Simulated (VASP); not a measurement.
A run of VASP 6.6.1:

Contents of INCAR:

```
SYSTEM = CoO
ALGO = Normal ; EDIFF = 1E-6
ENCUT = 700 ; GGA = PE
GGA_COMPAT = .False. ; ISIF = 2
ISMEAR = 0 ; ISPIN = 2
LASPH = .True. ; LCHARG = .True.
LDAU = .True. ; LDAUJ = 0 0
LDAUL = 2 -1 ; LDAUPRINT = 1
LDAUTYPE = 2 ; LDAUU = 3.3 0
LELF = .True. ; LMAXMIX = 4
LORBIT = 11 ; LREAL = .False.
LVHAR = .True. ; LWAVE = .False.
MAGMOM = 3 0 ; NBANDS = 22
NELM = 200 ; PREC = Accurate
SIGMA = 0.05
```

Contents of KPOINTS:

```
k-points
0
Gamma
  10 10 10
  0 0 0
```

POSCAR

```
CoO
1.0
    0.0000000000      2.1315016559      2.1315016559
    2.1315016559      0.0000000000      2.1315016559
    2.1315016559      2.1315016559      0.0000000000
Co O
1 1
Direct
    0.0000000000      0.0000000000      0.0000000000
    0.5000000000      0.5000000000      0.5000000000
```

Potentials or basis: VASP PAW PBE potentials, release 64 (Co_sv, O).

The run is started by

```console
$ cat potpaw_PBE.64/Co_sv/POTCAR potpaw_PBE.64/O/POTCAR > POTCAR
$ mpirun -np 1 vasp_std > vasp.out
```

Hardware: 1 thread of Intel(R) Xeon(R) 6975P-C (Granite Rapids), with other jobs on the host.

How long does it take, and how much memory?

It took 35 s on 1 thread of Intel(R) Xeon(R) 6975P-C (Granite Rapids), on a shared host, peak memory 0.2 GiB. Counts: scf iterations 15, k points 47.
